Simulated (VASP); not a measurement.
PbO2, 3 atoms in the cell. Symmetry: Fm-3m, No. 225, cubic system. The conventional cell has a = 4.910 Å, b = 4.910 Å, c = 4.910 Å, α = 90.00°, β = 90.00°, γ = 90.00°. Within 2.8 Å of Pb (site symmetry m-3m) lie 8 O at 2.13 Å. O (site symmetry -43m) has 4 Pb at 2.13 Å and 6 O at 2.45 Å within 2.8 Å.  This cell differs from its parent crystal: volume scaled by 0.75.

| Quantity | Value |
| --- | --- |
| Program | VASP 6.6.1 |
| Task | single point |
| Functional | PBEsol |
| Potentials or basis | VASP PAW PBE potentials, release 64 (Pb_d, O) |
| Cutoff | 520 eV |
| k mesh | 12 × 12 × 12 |
| Occupations | fermi-dirac, width 0.05 eV |
| Spin | no spin polarisation |
| Dipole correction | no |
| Further INCAR settings | ALGO = Normal; EDIFF = 1e-06; NBANDS = 20 |

Potentials or basis: VASP PAW PBE potentials, release 64 (Pb_d, O).

The run is started by

```console
$ cat potpaw_PBE.64/Pb_d/POTCAR potpaw_PBE.64/O/POTCAR > POTCAR
$ mpirun -np 1 vasp_std > vasp.out
```

Hardware: 1 thread of AMD EPYC 7R13 Processor (Zen 3) (shared host).

**Question.** Estimate the wall time of this run.

**Answer.** Wall time 84 s on 1 thread of AMD EPYC 7R13 Processor (Zen 3) (shared host), peak memory 0.15 GiB. Counts: scf iterations 13, k points 72.
